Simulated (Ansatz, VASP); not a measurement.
AsS5: VASP beside Ansatz

```
As S
1.0
     6.40888    0.00000    0.00000
    -3.20444    5.55025    0.00000
     0.00000    0.00000    3.27611
As S
1 5
Direct
  0.00000 0.00000 0.00000
  0.50000 0.00000 0.50000
  0.50000 0.50000 0.50000
  0.00000 0.50000 0.50000
  0.33333 0.66667 0.00000
  0.66667 0.33333 0.00000
```

Change from the starting cell: species swapped into the NdCo5 type (P6/mmm, No. 191).

Alike in both runs: functional PBE; k mesh 6 × 6 × 4; occupations gaussian, width 0.1 eV; no spin polarisation.

Ansatz relaxed the structure, and its values are those at the end. VASP's run is a single point on that final structure, the one shown.

```csv
,VASP,Ansatz
version,VASP 6.6.1,Ansatz 0.2.0
potentials or method,"VASP PAW PBE potentials, release 64 (As, S), cutoff 520 eV","scalar-relativistic, plane waves, PAW"
valence electrons in the cell,35,45
```

|  | VASP | Ansatz | Ansatz less VASP |
| --- | --- | --- | --- |
| gap on the k mesh at the Fermi level (eV) | none | none | - |
| pressure (GPa) | -0.1 | 0.0 | +0.14 |

A gap of «none» marks a metal or a gap that the smearing closes. With one functional, cell and mesh, what is left measures potentials, basis and numerics. VASP's potentials hold 35 valence electrons a cell and Ansatz's 45, so a difference there can come from the potentials and not from the codes.

The k mesh is coarse, so the values compare programs but aren't converged.
